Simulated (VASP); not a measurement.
Zr3SbH, 5 atoms in the cell. The structure is cubic, space group Pm-3m (No. 221). The conventional cell has a = 4.468 Å, b = 4.468 Å, c = 4.468 Å, α = 90.00°, β = 90.00°, γ = 90.00°. Within 3.0 Å of Zr (site symmetry 4/mmm) lie 2 H at 2.23 Å. Within 4.2 Å of Sb (site symmetry m-3m) lie 12 Zr at 3.16 Å and 8 H at 3.87 Å. Within 3.0 Å of H (site symmetry m-3m) lie 6 Zr at 2.23 Å. 

- Program: VASP 6.6.1
- Task: single point
- Functional: PBE
- Potentials or basis: VASP PAW PBE potentials, release 64 (Zr_sv, Sb, H)
- Cutoff: 520 eV
- k mesh: 8 × 8 × 8
- Occupations: gaussian, width 0.1 eV
- Spin: no spin polarisation
- Dipole correction: no
- Further INCAR settings: ALGO = Normal; EDIFF = 1e-06; NBANDS = 29

Potentials or basis: VASP PAW PBE potentials, release 64 (Zr_sv, Sb, H).

Launch:

```bash
$ cat potpaw_PBE.64/Zr_sv/POTCAR potpaw_PBE.64/Sb/POTCAR potpaw_PBE.64/H/POTCAR > POTCAR
$ mpirun -np 1 vasp_std > vasp.out
```

Hardware: 1 thread of Intel(R) Xeon(R) Platinum 8375C CPU @ 2.90GHz (Ice Lake), on a shared host.

Problem. Estimate the wall time of this run.

Solution. It took 68 s on 1 thread of Intel(R) Xeon(R) Platinum 8375C CPU @ 2.90GHz (Ice Lake), on a shared host, peak memory 0.25 GiB. Counts: scf iterations 13, k points 35.
